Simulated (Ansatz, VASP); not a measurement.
## TiAl: VASP and Ansatz over several settings

```
CELL_PARAMETERS angstrom
3.11417 0.00000 0.00000
0.00000 3.11417 0.00000
0.00000 0.00000 3.11417
ATOMIC_POSITIONS crystal
Ti 0.00000 0.00000 0.00000
Al 0.50000 0.50000 0.50000
```

Single points on this cell with VASP 6.6.1 and Ansatz 0.2.0. Each row is one pair of runs. Alike in all rows: spin: off; smearing: fermi-dirac, width 0.05 eV.

| level | k mesh | VASP's potentials, cutoff | Ansatz's potentials, cutoff | gap on the k mesh at the Fermi level (eV), VASP | gap on the k mesh at the Fermi level (eV), Ansatz | pressure (GPa), VASP | pressure (GPa), Ansatz |
| --- | --- | --- | --- | --- | --- | --- | --- |
| LDA | 8 × 8 × 8 | VASP PAW LDA potentials, release 64 (Ti_sv, Al), 520 eV | Ansatz PAW, 420 eV | none | none | 1.5 | 1.3 |
| r2SCAN | 8 × 8 × 8 | VASP PAW PBE potentials, release 64 (Ti_sv, Al), 520 eV | Ansatz PAW, 500 eV | none | none | 7.7 | 7.5 |
| HSE06 | 6 × 6 × 6 | VASP PAW PBE potentials, release 64 (Ti_sv, Al), 520 eV | Ansatz PAW, 420 eV | none | none | 5.8 | 6.1 |

Pressure (GPa): the two programs differ by at most 0.22.

A gap of «none» marks a metal or a gap that the smearing closes.
